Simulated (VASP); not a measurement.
Input of a VASP 6.6.1 run:

The input INCAR:

```
PREC = Accurate
ENCUT = 520
EDIFF = 1E-6
ISMEAR = 1
SIGMA = 0.1
LREAL = False
LASPH = True
NELM = 100
ALGO = Normal
ISIF = 2
LWAVE = False
LCHARG = False
GGA = PE
NBANDS = 34
```

File KPOINTS:

```
Automatic mesh
0
Gamma
  5 5 5
```

File POSCAR:

```
Tl3Ru
1.0
    4.5437548138      0.0000000000      0.0000000000
    0.0000000000      4.5437548138      0.0000000000
    0.0000000000      0.0000000000      4.5437548138
Ru Tl
1 3
Direct
    0.0000000000      0.0000000000      0.0000000000
    0.0000000000      0.5000000000      0.5000000000
    0.5000000000      0.0000000000      0.5000000000
    0.5000000000      0.5000000000      0.0000000000
```

Potentials or basis: VASP PAW PBE potentials, release 64 (Ru_pv, Tl_d).

Command:

```console
$ cat potpaw_PBE.64/Ru_pv/POTCAR potpaw_PBE.64/Tl_d/POTCAR > POTCAR
$ mpirun -np 1 vasp_std > vasp.out
```

Question: Estimate the pressure.

Answer: 0.0 GPa.
